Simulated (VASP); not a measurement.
# La (Fd-3m) in VASP: notebook

The runs below take La through single point, with LDA.

Program: VASP 6.6.1. These are calculated values, not measurements. Logs are shortened: lines on timing, memory, paths and dates and some standing lists are left out, and cuts for length are marked.

## Step 1: The cell of the first run

It takes space group Fd-3m (No. 227, cubic). Conventional cell: a = 5.237 Å, b = 5.237 Å, c = 5.237 Å, α = 90.00°, β = 90.00°, γ = 90.00°. La (site symmetry -43m) has 4 La at 2.27 Å within 3.0 Å.

## Step 2: Single point, LDA (volume scaled by 0.52)

The input, INCAR:

```
SYSTEM = La
PREC = Accurate
ENCUT = 520
EDIFF = 1E-6
ISMEAR = -1
SIGMA = 0.05
LREAL = .FALSE.
LASPH = .TRUE.
NELM = 60
ALGO = Normal
ISIF = 2
LWAVE = .FALSE.
LCHARG = .FALSE.
NBANDS = 18
```

The input, KPOINTS:

```
regular mesh
0
G
  11 11 11
  0 0 0
```

The input, POSCAR:

```
La
1.0
    0.0000000000      2.6186087580      2.6186087580
    2.6186087580      0.0000000000      2.6186087580
    2.6186087580      2.6186087580      0.0000000000
La
2
Direct
   -0.1250000000     -0.1250000000     -0.1250000000
    0.1250000000      0.1250000000      0.1250000000
```

Potentials or basis: VASP PAW LDA potentials, release 64 (La).

The run is started by

```bash
cat potpaw_LDA.64/La/POTCAR > POTCAR
mpirun -np 1 vasp_std > vasp.out
```

OUTCAR:

```text
SYSTEM = La
   PREC = Accurate
   ENCUT = 520
   EDIFF = 1E-6
   ISMEAR = -1
   LREAL = .FALSE.
   LASPH = .TRUE.
   NELM = 60
   ISIF = 2

 ion  position               nearest neighbor table
   1  0.875  0.875  0.875-   2 2.27   2 2.27   2 2.27   2 2.27
   2  0.125  0.125  0.125-   1 2.27   1 2.27   1 2.27   1 2.27

  LATTYP: Found a face centered cubic cell.
 ALAT       =     5.2372175160

  Lattice vectors:

 A1 = (   0.0000000000,   2.6186087580,   2.6186087580)
 A2 = (   2.6186087580,   0.0000000000,   2.6186087580)
 A3 = (   2.6186087580,   2.6186087580,   0.0000000000)

Analysis of symmetry for initial positions (statically):
=====================================================================
 Subroutine PRICEL returns:
 Original cell was already a primitive cell.

 Routine SETGRP: Setting up the symmetry group for a
 face centered cubic supercell.

 Subroutine GETGRP returns: Found 48 space group operations
 (whereof 12 operations were pure point group operations)
 out of a pool of 48 trial point group operations.

The static configuration has the point symmetry D_3d.
 The point group associated with its full space group is O_h .

Analysis of symmetry for dynamics (positions and initial velocities):
=====================================================================
 Subroutine PRICEL returns:
 Original cell was already a primitive cell.

 Routine SETGRP: Setting up the symmetry group for a
 face centered cubic supercell.

 Subroutine GETGRP returns: Found 48 space group operations
 (whereof 12 operations were pure point group operations)
 out of a pool of 48 trial point group operations.

The dynamic configuration has the point symmetry D_3d.
 The point group associated with its full space group is O_h .

 Subroutine INISYM returns: Found 48 space group operations
 (whereof 12 operations are pure point group operations),
 and found     1 'primitive' translations

----------------------------------------------------------------------------------------

                                     Primitive cell

  volume of cell :      35.9122

  direct lattice vectors                    reciprocal lattice vectors
     0.000000000  2.618608758  2.618608758    -0.190941086  0.190941086  0.190941086
     2.618608758  0.000000000  2.618608758     0.190941086 -0.190941086  0.190941086
     2.618608758  2.618608758  0.000000000     0.190941086  0.190941086 -0.190941086

  length of vectors
     3.703272020  3.703272020  3.703272020     0.330719662  0.330719662  0.330719662

  position of ions in fractional coordinates (direct lattice)
     0.875000000  0.875000000  0.875000000
     0.125000000  0.125000000  0.125000000

  ion indices of the primitive-cell ions
   primitive index   ion index
                 1           1
                 2           2

----------------------------------------------------------------------------------------

 KPOINTS: regular mesh

Automatic generation of k-mesh.
 Grid dimensions read from file:
 generate k-points for:   11   11   11

 Generating k-lattice:

  Cartesian coordinates                     Fractional coordinates (reciprocal lattice)
    -0.017358281  0.017358281  0.017358281     0.090909091  0.000000000  0.000000000
     0.017358281 -0.017358281  0.017358281     0.000000000  0.090909091  0.000000000
     0.017358281  0.017358281 -0.017358281     0.000000000  0.000000000  0.090909091

  Length of vectors
     0.030065424  0.030065424  0.030065424

  Shift w.r.t. Gamma in fractional coordinates (k-lattice)
     0.000000000  0.000000000  0.000000000

 Subroutine IBZKPT returns following result:
 ===========================================

 Found     56 irreducible k-points:

 Following reciprocal coordinates:
            Coordinates               Weight
  0.000000  0.000000  0.000000      1.000000
  0.090909  0.000000  0.000000      8.000000
  0.181818  0.000000  0.000000      8.000000
  0.272727  0.000000  0.000000      8.000000
  0.363636  0.000000  0.000000      8.000000
  0.454545  0.000000  0.000000      8.000000
[... 16 lines left out ...]
 -0.272727  0.181818  0.000000     24.000000
 -0.181818  0.181818  0.000000     12.000000
 [... further k-points ...]
   k-points           NKPTS =     56   k-points in BZ     NKDIM =     56   number of bands    NBANDS=     18
   number of dos      NEDOS =    301   number of ions     NIONS =      2
   total plane-waves  NPLWV =  21952
   dimension x,y,z NGX =    28 NGY =   28 NGZ =   28
   dimension x,y,z NGXF=    56 NGYF=   56 NGZF=   56
   ions per type =               2
   NGX,Y,Z   is equivalent  to a cutoff of  12.57, 12.57, 12.57 a.u.
   NGXF,Y,Z  is equivalent  to a cutoff of  25.14, 25.14, 25.14 a.u.
 SYSTEM =  La
   PREC   = accura    normal or accurate (medium, high low for compatibility)
   ISTART =      0    job   : 0-new  1-cont  2-samecut
   ICHARG =      2    charge: 1-file 2-atom 10-const
   ISPIN  =      1    spin polarized calculation?
   LNONCOLLINEAR =      F non collinear calculations
   LSORBIT =      F    spin-orbit coupling
   LASPH  =      T    aspherical Exc in radial PAW
   ENCUT  =  520.0 eV  38.22 Ry    6.18 a.u.   6.89  6.89  6.89*2*pi/ulx,y,z
   NELM   =     60;   NELMIN=  2; NELMDL= -5     # of ELM steps
   EDIFF  = 0.1E-05   stopping-criterion for ELM
   LREAL  =      F    real-space projection
   EDIFFG = 0.1E-04   stopping-criterion for IOM
   NSW    =      0    number of steps for IOM
   IBRION =     -1    ionic relax: 0-MD 1-quasi-New 2-CG
   NFREE  =      0    steps in history (QN), initial steepest desc. (CG)
   ISIF   =      2    stress and relaxation
   ISYM   =      2    0-nonsym 1-usesym 2-fastsym
   POTIM  = 0.5000    time-step for ionic-motion
   TEBEG  =    0.0;   TEEND  =   0.0 temperature during run
   PSTRESS=    0.0 pullay stress
   NELECT =      22.0000    total number of electrons
   NUPDOWN=      -1.0000    fix difference up-down
   EMIN   =  10.00;   EMAX   =-10.00  energy-range for DOS
   EFERMI =   0.00;   METHOD = LEGACY
   ISMEAR =    -1;   SIGMA  =   0.05  broadening in eV -4-tet -1-fermi 0-gaus
   EFERMI_NEDOS =   21; number of points for ismear=-14 and -15
   IALGO  =     38    algorithm
   IMIX   =      4    mixing-type and parameters
     AMIX     =   0.40;   BMIX     =  1.00
     AMIX_MAG =   1.60;   BMIX_MAG =  1.00
  volume/ion in A,a.u.               =      17.96       121.17
  Fermi-wavevector in a.u.,A,eV,Ry     =   1.390385  2.627447 26.302385  1.933171
  Thomas-Fermi vector in A             =   2.514325
   LORBIT       =      0    0 simple, 1 ext, 2 COOP (PROOUT), +10 PAW based schemes
   GGA     = CA    functional components
   LHFCALC =     F    Hartree Fock is set to
   AEXX    =    0.0000 exact exchange contribution
   IVDW    =     0    specifies the selected vdW correction
   LEPSILON=     F    determine dielectric tensor
   LRPA    =     F    only Hartree local field effects (RPA)
 non-spin polarized calculation
  energy-cutoff  :      520.00
  volume of cell :       35.91
 maximum number of plane-waves:       977
   NGX = 13   NGY = 13   NGZ = 13

 number of electron      21.9999999 magnetization

 Free energy of the ion-electron system (eV)
  ---------------------------------------------------
  ext. energy  EPLUGINS =         0.00000000
  ---------------------------------------------------
  free energy    TOTEN  =         1.19522590 eV

  energy without entropy =        1.20448599  energy(sigma->0) =        1.19985594

 E-fermi :  15.7616     XC(G=0): -12.7278

 val. band max:       15.7391240726   @ k =  -0.4545   0.3636   0.1818
 cond. band min:      15.8477121599   @ k =   0.4545   0.0909   0.0000
 fundamental gap:      0.1085880873
 Fermi energy:        15.7616490628

 k-point     1 :       0.0000    0.0000    0.0000
  band No.  band energies     occupation
      1     -20.1768      2.00000
      2     -10.3667      2.00000
      3      -3.2199      2.00000
      4      -3.2199      2.00000
      5      -3.2199      2.00000
      6       2.1598      2.00000
[... 10 lines left out ...]
     17      18.5229      0.00000
     18      20.9442      0.00000

 k-point     2 :       0.0909    0.0000    0.0000
  band No.  band energies     occupation
      1     -20.0873      2.00000
      2     -10.7337      2.00000
      3      -3.3154      2.00000
      4      -3.3154      2.00000
      5      -3.0377      2.00000
      6       2.3245      2.00000
[... 10 lines left out ...]
     17      18.5347      0.00000
     18      20.9442      0.00000

 k-point     3 :       0.1818    0.0000    0.0000
  band No.  band energies     occupation
      1     -19.8268      2.00000
      2     -11.6360      2.00000
      3      -3.5488      2.00000
      4      -3.5488      2.00000
      5      -2.7112      2.00000
      6       2.7424      2.00000
[... 10 lines left out ...]
     17      18.5669      0.00000
     18      20.7840      0.00000

 k-point     4 :       0.2727    0.0000    0.0000
  band No.  band energies     occupation
      1     -19.4253      2.00000
      2     -12.7308      2.00000
      3      -3.8165      2.00000
      4      -3.8165      2.00000
      5      -2.5176      2.00000
      6       3.2466      2.00000
[... 375 lines left out ...]
      4      -4.3012      2.00000
      5      -0.9276      2.00000
      6       3.7995      2.00000
[... 10 lines left out ...]
     17      19.6147      0.00000
     18      20.3204      0.00000

 k-point    23 :      -0.2727    0.1818    0.0000
  band No.  band energies     occupation
      1     -18.8103      2.00000
      2     -13.9723      2.00000
      3      -5.0201      2.00000
      4      -4.0504      2.00000
      5      -1.1562      2.00000
      6       3.6231      2.00000
[... 10 lines left out ...]
     17      19.2965      0.00000
     18      20.1137      0.00000

 k-point    24 :      -0.1818    0.1818    0.0000
  band No.  band energies     occupation
      1     -19.2735      2.00000
      2     -13.0536      2.00000
      3      -4.6327      2.00000
      4      -3.7781      2.00000
      5      -1.5966      2.00000
      6       3.2071      2.00000
[... 10 lines left out ...]
     17      19.5938      0.00000
     18      20.1140      0.00000

 [... further k-points ...]

------------------------ aborting loop because EDIFF is reached ----------------------------------------

  FORCE on cell =-STRESS in cart. coord.  units (eV):
  Direction    XX          YY          ZZ          XY          YZ          ZX
  --------------------------------------------------------------------------------------
  -------------------------------------------------------------------------------------
  Total       41.6153345     41.6153345     41.6153345      0.0000000      0.0000000     -0.0000000
  in kB     1856.6161689   1856.6161689   1856.6161689      0.0000000      0.0000000     -0.0000000
  external PRESSURE =    1856.6161689 kB  Pullay stress =       0.0000000 kB

 VOLUME and BASIS-vectors are now :
 -----------------------------------------------------------------------------
  energy-cutoff  :      520.00
  volume of cell :       35.91
      direct lattice vectors                 reciprocal lattice vectors
     0.000000000  2.618608758  2.618608758    -0.190941086  0.190941086  0.190941086
     2.618608758  0.000000000  2.618608758     0.190941086 -0.190941086  0.190941086
     2.618608758  2.618608758  0.000000000     0.190941086  0.190941086 -0.190941086

 POSITION                                       TOTAL-FORCE (eV/Angst)
 -----------------------------------------------------------------------------------
      4.58257      4.58257      4.58257         0.000000     -0.000000     -0.000000
      0.65465      0.65465      0.65465        -0.000000      0.000000      0.000000
 -----------------------------------------------------------------------------------
    total drift:                                0.000000     -0.000000     -0.000000

  FREE ENERGIE OF THE ION-ELECTRON SYSTEM (eV)
  ---------------------------------------------------
  free  energy   TOTEN  =         1.1952258955 eV

  energy  without entropy=        1.2044859909  energy(sigma->0) =        1.19985594
```

Run time: 36 s. Hardware: 1 thread of Intel Xeon Platinum 8124M at 3.00GHz (Skylake/Cascade Lake), shared host; peak memory 0.17 GiB.

Results:

| Item | Value |
| --- | --- |
| Free energy | 1.1952 eV |
| Pressure | 185.7 GPa |
| Band gap on the k mesh | zero (band 11 reaches 15.74 eV, above the bottom of band 12 at 15.40 eV) |

Caveat: spin-orbit coupling is left out, which moves the levels of the heavy elements.

## Step 3: Single point, LDA (volume scaled by 0.52)

The input, INCAR:

```
SYSTEM = La
PREC = Accurate
ENCUT = 520
EDIFF = 1E-7
ISMEAR = -1
SIGMA = 0.05
LREAL = .False.
LASPH = .True.
NELM = 100
ALGO = Normal
ISIF = 2
LWAVE = .False.
LCHARG = .False.
GGA = CA
NBANDS = 18
```

The input, KPOINTS:

```
regular mesh
0
Gamma
  11 11 11
  0 0 0
```

POSCAR is that of step 2.

Potentials or basis: VASP PAW LDA potentials, release 64 (La).

The run is started by

```bash
cat potpaw_LDA.64/La/POTCAR > POTCAR
mpirun -np 1 vasp_std > vasp.out
```

It took 42 s on 1 thread of Intel Xeon Platinum 8124M at 3.00GHz (Skylake/Cascade Lake), shared host; peak memory 0.17 GiB.

Results (log left out):

* Free energy: 1.1952 eV
* Pressure: 185.7 GPa
* Band gap on the k mesh: zero (band 11 reaches 15.74 eV, above the bottom of band 12 at 15.40 eV)

Levels at points of the mesh, in eV from the Fermi level:
| k point | band 8 | band 9 | band 10 | band 11 | band 12 | band 13 | band 14 | band 15 |
| --- | --- | --- | --- | --- | --- | --- | --- | --- |
| (0.00, 0.00, 0.00) | -13.60 | -2.49 | -1.30 | -1.30 | 1.09 | 1.09 | 1.09 | 2.76 |

Caveat: spin-orbit coupling is left out, which moves the levels of the heavy elements.

[end of part 1 of 2]
